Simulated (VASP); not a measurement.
A run of VASP 6.6.1 is set up as follows.

Contents of INCAR:

```
PREC     = Accurate       # precision mode
ENCUT    = 520            # plane-wave cutoff, eV
EDIFF    = 1E-6           # SCF threshold, eV
ISMEAR   = -1             # smearing method
SIGMA    = 0.08           # smearing width, eV
LREAL    = F              # projectors in reciprocal space
LASPH    = T              # aspherical terms in the spheres
NELM     = 80             # most SCF steps
ALGO     = Normal         # electronic algorithm
ISIF     = 2              # what is computed and relaxed
LWAVE    = F              # write WAVECAR
LCHARG   = T              # write CHGCAR
GGA      = PE             # functional
LELF     = T              # ELF
LVHAR    = T            
NBANDS   = 17             # bands
```

The input KPOINTS:

```
Automatic mesh
0
Gamma
  16 16 16
```

File POSCAR:

```
Pd
1.0
   -2.5026487919      2.5026487919      1.3438944799
    2.5026487919     -2.5026487919      1.3438944799
    2.5026487919      2.5026487919     -1.3438944799
Pd
2
Direct
   -0.3750000000     -0.1250000000     -0.2500000000
    0.3750000000      0.1250000000      0.2500000000
```

Potentials or basis: VASP PAW PBE potentials, release 64 (Pd).

The run is started by

```bash
$ cat potpaw_PBE.64/Pd/POTCAR > POTCAR
$ mpirun -np 1 vasp_std > vasp.out
```

What does it give for the pressure?

0.3 GPa.

What does it give for the band gap on the k mesh?

Zero (band 10 reaches 8.32 eV, above the bottom of band 11 at 7.32 eV).

Stress tensor (GPa, compression positive):
```
0.25 0.00 0.00
0.00 0.25 0.00
0.00 0.00 0.36
```
